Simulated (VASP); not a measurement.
# Cd (Im-3m) in VASP: further runs

The runs below take Cd through single point, with PBEsol+D3(BJ).

Everything below comes from runs of VASP 6.6.1. Logs are shortened: lines on timing, memory, paths and dates and some standing lists are left out, and cuts for length are marked.

### 1 The cell of the first run

The structure is cubic, space group Im-3m (No. 229). Conventional cell: a = 3.569 Å, b = 3.569 Å, c = 3.569 Å, α = 90.00°, β = 90.00°, γ = 90.00°. Within 4.1 Å of Cd (site symmetry m-3m) lie 14 Cd at 3.09 to 3.57 Å.

### 2 Single point, PBEsol+D3(BJ)

INCAR

```
SYSTEM = Cd
  PREC = Accurate
  ENCUT = 520
  EDIFF = 1E-7
  ISMEAR = -1
  SIGMA = 0.1
  LREAL = .FALSE.
  LASPH = .TRUE.
  NELM = 100
  ALGO = Normal
  ISIF = 2
  LWAVE = .FALSE.
  LCHARG = .FALSE.
  GGA = PS
  IVDW = 12
  NBANDS = 12
```

KPOINTS

```
Automatic mesh
0
G
  7 7 7
  0 0 0
```

POSCAR

```
Cd
1.0
   -1.7843220000      1.7843220000      1.7843220000
    1.7843220000     -1.7843220000      1.7843220000
    1.7843220000      1.7843220000     -1.7843220000
Cd
1
Direct
    0.0000000000      0.0000000000      0.0000000000
```

Potentials or basis: VASP PAW PBE potentials, release 64 (Cd).

The run is started by

```console
$ cat potpaw_PBE.64/Cd/POTCAR > POTCAR
$ mpirun -np 1 vasp_std > vasp.out
```

OUTCAR:

```text
SYSTEM = Cd
   PREC = Accurate
   ENCUT = 520
   EDIFF = 1E-7
   ISMEAR = -1
   LREAL = .FALSE.
   LASPH = .TRUE.
   NELM = 100
   ISIF = 2
   GGA = PS
   IVDW = 12
 IVDW          = 12

 ion  position               nearest neighbor table
   1  0.000  0.000  0.000-

  LATTYP: Found a body centered cubic cell.
 ALAT       =     3.5686440000

  Lattice vectors:

 A1 = (  -1.7843220000,   1.7843220000,   1.7843220000)
 A2 = (   1.7843220000,  -1.7843220000,   1.7843220000)
 A3 = (   1.7843220000,   1.7843220000,  -1.7843220000)

Analysis of symmetry for initial positions (statically):
=====================================================================
 Subroutine PRICEL returns:
 Original cell was already a primitive cell.

 Routine SETGRP: Setting up the symmetry group for a
 body centered cubic supercell.

 Subroutine GETGRP returns: Found 48 space group operations
 (whereof 48 operations were pure point group operations)
 out of a pool of 48 trial point group operations.

The static configuration has the point symmetry O_h .

Analysis of symmetry for dynamics (positions and initial velocities):
=====================================================================
 Subroutine PRICEL returns:
 Original cell was already a primitive cell.

 Routine SETGRP: Setting up the symmetry group for a
 body centered cubic supercell.

 Subroutine GETGRP returns: Found 48 space group operations
 (whereof 48 operations were pure point group operations)
 out of a pool of 48 trial point group operations.

The dynamic configuration has the point symmetry O_h .

 Subroutine INISYM returns: Found 48 space group operations
 (whereof 48 operations are pure point group operations),
 and found     1 'primitive' translations

----------------------------------------------------------------------------------------

                                     Primitive cell

  volume of cell :      22.7237

  direct lattice vectors                    reciprocal lattice vectors
    -1.784322000  1.784322000  1.784322000     0.000000000  0.280218481  0.280218481
     1.784322000 -1.784322000  1.784322000     0.280218481  0.000000000  0.280218481
     1.784322000  1.784322000 -1.784322000     0.280218481  0.280218481  0.000000000

  length of vectors
     3.090536361  3.090536361  3.090536361     0.396288776  0.396288776  0.396288776

  position of ions in fractional coordinates (direct lattice)
     0.000000000  0.000000000  0.000000000

  ion indices of the primitive-cell ions
   primitive index   ion index
                 1           1

----------------------------------------------------------------------------------------

 KPOINTS: Automatic mesh

Automatic generation of k-mesh.
 Grid dimensions read from file:
 generate k-points for:    7    7    7

 Generating k-lattice:

  Cartesian coordinates                     Fractional coordinates (reciprocal lattice)
     0.000000000  0.040031212  0.040031212     0.142857143  0.000000000  0.000000000
     0.040031212  0.000000000  0.040031212     0.000000000  0.142857143  0.000000000
     0.040031212  0.040031212  0.000000000     0.000000000  0.000000000  0.142857143

  Length of vectors
     0.056612682  0.056612682  0.056612682

  Shift w.r.t. Gamma in fractional coordinates (k-lattice)
     0.000000000  0.000000000  0.000000000

 Subroutine IBZKPT returns following result:
 ===========================================

 Found     20 irreducible k-points:

 Following reciprocal coordinates:
            Coordinates               Weight
  0.000000  0.000000  0.000000      1.000000
  0.142857  0.000000  0.000000     12.000000
  0.285714  0.000000  0.000000     12.000000
  0.428571  0.000000  0.000000     12.000000
  0.142857  0.142857  0.000000     24.000000
  0.285714  0.142857  0.000000     48.000000
[... 12 lines left out ...]
 -0.428571 -0.428571  0.285714      8.000000
 -0.428571  0.428571  0.428571      6.000000
   k-points           NKPTS =     20   k-points in BZ     NKDIM =     20   number of bands    NBANDS=     12
   number of dos      NEDOS =    301   number of ions     NIONS =      1
   total plane-waves  NPLWV =  13824
   dimension x,y,z NGX =    24 NGY =   24 NGZ =   24
   dimension x,y,z NGXF=    48 NGYF=   48 NGZF=   48
   ions per type =               1
   NGX,Y,Z   is equivalent  to a cutoff of  12.91, 12.91, 12.91 a.u.
   NGXF,Y,Z  is equivalent  to a cutoff of  25.82, 25.82, 25.82 a.u.
 SYSTEM =  Cd
   PREC   = accura    normal or accurate (medium, high low for compatibility)
   ISTART =      0    job   : 0-new  1-cont  2-samecut
   ICHARG =      2    charge: 1-file 2-atom 10-const
   ISPIN  =      1    spin polarized calculation?
   LNONCOLLINEAR =      F non collinear calculations
   LSORBIT =      F    spin-orbit coupling
   LASPH  =      T    aspherical Exc in radial PAW
   ENCUT  =  520.0 eV  38.22 Ry    6.18 a.u.   5.75  5.75  5.75*2*pi/ulx,y,z
   NELM   =    100;   NELMIN=  2; NELMDL= -5     # of ELM steps
   EDIFF  = 0.1E-06   stopping-criterion for ELM
   LREAL  =      F    real-space projection
   EDIFFG = 0.1E-05   stopping-criterion for IOM
   NSW    =      0    number of steps for IOM
   IBRION =     -1    ionic relax: 0-MD 1-quasi-New 2-CG
   NFREE  =      0    steps in history (QN), initial steepest desc. (CG)
   ISIF   =      2    stress and relaxation
   ISYM   =      2    0-nonsym 1-usesym 2-fastsym
   POTIM  = 0.5000    time-step for ionic-motion
   TEBEG  =    0.0;   TEEND  =   0.0 temperature during run
   PSTRESS=    0.0 pullay stress
   NELECT =      12.0000    total number of electrons
   NUPDOWN=      -1.0000    fix difference up-down
   EMIN   =  10.00;   EMAX   =-10.00  energy-range for DOS
   EFERMI =   0.00;   METHOD = LEGACY
   ISMEAR =    -1;   SIGMA  =   0.10  broadening in eV -4-tet -1-fermi 0-gaus
   EFERMI_NEDOS =   21; number of points for ismear=-14 and -15
   IALGO  =     38    algorithm
   IMIX   =      4    mixing-type and parameters
     AMIX     =   0.40;   BMIX     =  1.00
     AMIX_MAG =   1.60;   BMIX_MAG =  1.00
  volume/ion in A,a.u.               =      22.72       153.35
  Fermi-wavevector in a.u.,A,eV,Ry     =   1.323250  2.500581 23.823686  1.750992
  Thomas-Fermi vector in A             =   2.452872
   LORBIT       =      0    0 simple, 1 ext, 2 COOP (PROOUT), +10 PAW based schemes
   GGA     = PS    functional components
   LHFCALC =     F    Hartree Fock is set to
   AEXX    =    0.0000 exact exchange contribution
   IVDW    =    12    specifies the selected vdW correction
   LEPSILON=     F    determine dielectric tensor
   LRPA    =     F    only Hartree local field effects (RPA)
 non-spin polarized calculation
  energy-cutoff  :      520.00
  volume of cell :       22.72
 maximum number of plane-waves:       627
   NGX = 11   NGY = 11   NGZ = 11

 number of electron      12.0000006 magnetization

 Free energy of the ion-electron system (eV)
  ---------------------------------------------------
  ext. energy  EPLUGINS =         0.00000000
  ---------------------------------------------------
  free energy    TOTEN  =        -1.14221803 eV

  energy without entropy =       -1.12288646  energy(sigma->0) =       -1.13255225

 E-fermi :   2.3874     XC(G=0): -10.9530

 val. band max:        2.3805692941   @ k =  -0.4286  -0.4286   0.1429
 cond. band min:       2.4282620981   @ k =  -0.4286  -0.4286   0.1429
 fundamental gap:      0.0476928040
 Fermi energy:         2.3874192634

 k-point     1 :       0.0000    0.0000    0.0000
  band No.  band energies     occupation
      1      -6.6687      2.00000
      2      -6.6687      2.00000
      3      -6.6687      2.00000
      4      -6.1507      2.00000
      5      -6.0612      2.00000
      6      -6.0612      2.00000
      7      17.7606      0.00000
      8      17.7606      0.00000
      9      17.7606      0.00000
     10      18.2449      0.00000
     11      18.2449      0.00000
     12      18.2449      0.00000

 k-point     2 :       0.1429    0.0000    0.0000
  band No.  band energies     occupation
      1      -6.7273      2.00000
      2      -6.6785      2.00000
      3      -6.4935      2.00000
      4      -6.1230      2.00000
      5      -6.0586      2.00000
      6      -5.5751      2.00000
      7      13.3726      0.00000
      8      15.8902      0.00000
      9      16.0011      0.00000
     10      17.1155      0.00000
     11      17.3236      0.00000
     12      18.5863      0.00000

 k-point     3 :       0.2857    0.0000    0.0000
  band No.  band energies     occupation
      1      -6.8570      2.00000
      2      -6.8423      2.00000
      3      -6.1465      2.00000
      4      -6.0747      2.00000
      5      -6.0495      2.00000
      6      -3.8192      2.00000
      7       7.8573      0.00000
      8      13.3358      0.00000
      9      13.6589      0.00000
     10      16.3001      0.00000
     11      16.6457      0.00000
     12      20.4793      0.00000
[... 226 lines left out ...]
 k-point    19 :      -0.4286   -0.4286    0.2857
  band No.  band energies     occupation
      1      -6.9236      2.00000
      2      -6.9236      2.00000
      3      -6.2052      2.00000
      4      -5.8177      2.00000
      5      -5.8177      2.00000
      6       3.9781      0.00000
      7       4.5544      0.00000
      8       4.5544      0.00000
      9      11.6402      0.00000
     10      12.7284      0.00000
     11      12.7284      0.00000
     12      22.3401      0.00000

 k-point    20 :      -0.4286    0.4286    0.4286
  band No.  band energies     occupation
      1      -7.0710      2.00000
      2      -7.0357      2.00000
      3      -5.8375      2.00000
      4      -5.8375      2.00000
      5      -5.7989      2.00000
      6       3.6807      0.00000
      7       6.1933      0.00000
      8       6.1933      0.00000
      9       8.6908      0.00000
     10      10.4731      0.00000
     11      12.1690      0.00000
     12      25.7563      0.00000

------------------------ aborting loop because EDIFF is reached ----------------------------------------

 Edisp (eV)   -0.39284

 E8    (eV) :    -0.2627

  FORCE on cell =-STRESS in cart. coord.  units (eV):
  Direction    XX          YY          ZZ          XY          YZ          ZX
  --------------------------------------------------------------------------------------
  -------------------------------------------------------------------------------------
  Total      -0.80326    -0.80326    -0.80326     0.00000     0.00000    -0.00000
  in kB     -56.63553   -56.63553   -56.63553     0.00000     0.00000    -0.00000
  external pressure =      -56.64 kB  Pullay stress =        0.00 kB

 VOLUME and BASIS-vectors are now :
 -----------------------------------------------------------------------------
  energy-cutoff  :      520.00
  volume of cell :       22.72
      direct lattice vectors                 reciprocal lattice vectors
    -1.784322000  1.784322000  1.784322000     0.000000000  0.280218481  0.280218481
     1.784322000 -1.784322000  1.784322000     0.280218481  0.000000000  0.280218481
     1.784322000  1.784322000 -1.784322000     0.280218481  0.280218481  0.000000000

 POSITION                                       TOTAL-FORCE (eV/Angst)
 -----------------------------------------------------------------------------------
      0.00000      0.00000      0.00000        -0.000000     -0.000000     -0.000000
 -----------------------------------------------------------------------------------
    total drift:                               -0.000000      0.000000      0.000000

  FREE ENERGIE OF THE ION-ELECTRON SYSTEM (eV)
  ---------------------------------------------------
  free  energy   TOTEN  =        -1.5350609162 eV

  energy  without entropy=       -1.5157293431  energy(sigma->0) =       -1.52539513
```

It took 14 s on 1 thread of AMD EPYC 7R13, shared host; peak memory 0.11 GiB.

What came out:

```yaml
Free_energy: -1.5351 eV
Pressure: -5.7 GPa
Band_gap_on_the_k_mesh: zero (band 6 reaches 3.98 eV, above the bottom of band 7 at 1.69 eV)
Dispersion_energy_per_atom: -0.393 eV
```

Caveat: three body term missing; the PAW data sets were made with another functional, which shifts forces and pressure a little; pairwise dispersion overbinds metals, which lowers pressure and volume.

[end of part 1 of 2]
